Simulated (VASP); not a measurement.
Here is a VASP 6.6.1 calculation.

The input INCAR:

```
SYSTEM = BAs
ALGO = Normal
EDIFF = 1E-6
ENCUT = 560
GGA = PE
GGA_COMPAT = .FALSE.
ISIF = 2
ISMEAR = -1
LASPH = .TRUE.
LCHARG = .FALSE.
LREAL = .FALSE.
LWAVE = .FALSE.
NBANDS = 16
NELM = 120
PREC = Accurate
SIGMA = 0.02
```

File KPOINTS:

```
k-points
0
G
  10 10 10
  0 0 0
```

POSCAR

```
BAs
1.0
    0.0000000000      2.2945185923      2.4367486877
    2.2945185923      0.0000000000      2.4367486877
    2.2945185923      2.2945185923      0.0000000000
B As
1 1
Direct
    0.0000000000      0.0000000000      0.0000000000
    0.2500000000      0.2500000000      0.2500000000
```

Potentials or basis: VASP PAW PBE potentials, release 64 (B, As_d).

The run is started by

```bash
$ cat potpaw_PBE.64/B/POTCAR potpaw_PBE.64/As_d/POTCAR > POTCAR
$ mpirun -np 1 vasp_std > vasp.out
```

(1) Estimate the band gap on the k mesh.

(2) Estimate the pressure.

## Answers

(1) 0.65 eV (least direct gap 3.04 eV).

(2) 12.2 GPa.

Caveat: the cell differs from its parent crystal (epitaxial xy strain -4.1%); the stress differs along the axes, from 3 to 17 GPa; semilocal functionals underestimate gaps, and a narrow one can read as zero.
